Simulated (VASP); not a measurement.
Runs of VASP 6.6.1 on MgSe. The structure is that of space group Fm-3m (No. 225), or close to it. The cells are those of the table. 

```tsv
cell	gap on the mesh (eV)	pressure (GPa)
a = 4.047 Å, angles 60.0°, 2 atoms	1.40	-8.8
a = 3.759, b = 3.759, c = 3.662 Å, angles 60.9, 60.9, 58.3°, 2 atoms	1.59	5.7
a = 3.758 Å, angles 60.0°, 2 atoms	1.77	3.0
a = 3.710, b = 3.710, c = 3.662 Å, angles 60.4, 60.4, 59.1°, 2 atoms	1.73	7.8
a = 3.903, b = 3.903, c = 3.854 Å, angles 60.4, 60.4, 59.2°, 2 atoms	1.50	(b)
a = 3.710, b = 3.710, c = 3.758 Å, angles 59.6, 59.6, 60.9°, 2 atoms	1.68	(c)
a = 3.856, b = 3.856, c = 3.758 Å, angles 60.8, 60.8, 58.3°, 2 atoms	1.48	-0.4
a = 3.807, b = 3.807, c = 3.854 Å, angles 59.6, 59.6, 60.8°, 2 atoms	(a)	-0.7
```

Alike in all rows: task single point; level LDA; potentials or basis VASP PAW LDA potentials, release 64 (Mg, Se); no spin polarisation; k mesh 8 × 8 × 8; cutoff (eV) 600; smearing gaussian 0.05 eV.

Q: Estimate the missing entries.

A: (a) 1.57; (b) -3.8; (c) 5.3.

Caveats: the cell stands under pressure (at least some runs); the cell stands under tension (at least some runs).

A k mesh can miss the band edges, and the runs leave out spin-orbit coupling on Se.
